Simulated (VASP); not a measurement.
Mg2GeN3, 6 atoms in the cell. Symmetry: P-3m1, No. 164, trigonal system. Conventional cell: a = 3.098 Å, b = 3.098 Å, c = 7.989 Å, α = 90.00°, β = 90.00°, γ = 120.00°. Mg (site symmetry 3m) has 6 N at 2.22 to 2.37 Å within 2.9 Å. Ge (site symmetry -3m) has 6 N at 2.11 Å within 2.8 Å. Within 2.8 Å of N (site symmetry 3m) lie 3 Ge at 2.11 Å and 3 Mg at 2.37 Å. N (site symmetry -3m) has 6 Mg at 2.22 Å within 2.9 Å.  This cell differs from its parent crystal: volume scaled by 1.10, then relaxed in part.

| Item | Value |
| --- | --- |
| Program | VASP 6.6.1 |
| Task | single point |
| Functional | PBE |
| Potentials or basis | VASP PAW PBE potentials, release 64 (Mg, Ge_d, N) |
| Cutoff | 520 eV |
| k mesh | 12 × 12 × 4 |
| Occupations | gaussian, width 0.1 eV |
| Spin | no spin polarisation |
| Dipole correction | no |
| Further INCAR settings | ALGO = Normal; EDIFF = 1e-07; NBANDS = 26 |

Potentials or basis: VASP PAW PBE potentials, release 64 (Mg, Ge_d, N).

Launch:

```bash
$ cat potpaw_PBE.64/Mg/POTCAR potpaw_PBE.64/Ge_d/POTCAR potpaw_PBE.64/N/POTCAR > POTCAR
$ mpirun -np 1 vasp_std > vasp.out
```

Hardware: 1 thread of Intel(R) Xeon(R) 6975P-C (Granite Rapids), with other jobs on the host.

**Question.** Estimate the wall time of this run.

**Answer.** It took 100 s on 1 thread of Intel(R) Xeon(R) 6975P-C (Granite Rapids) (shared host), peak memory 0.25 GiB. Counts: scf iterations 19, k points 69.
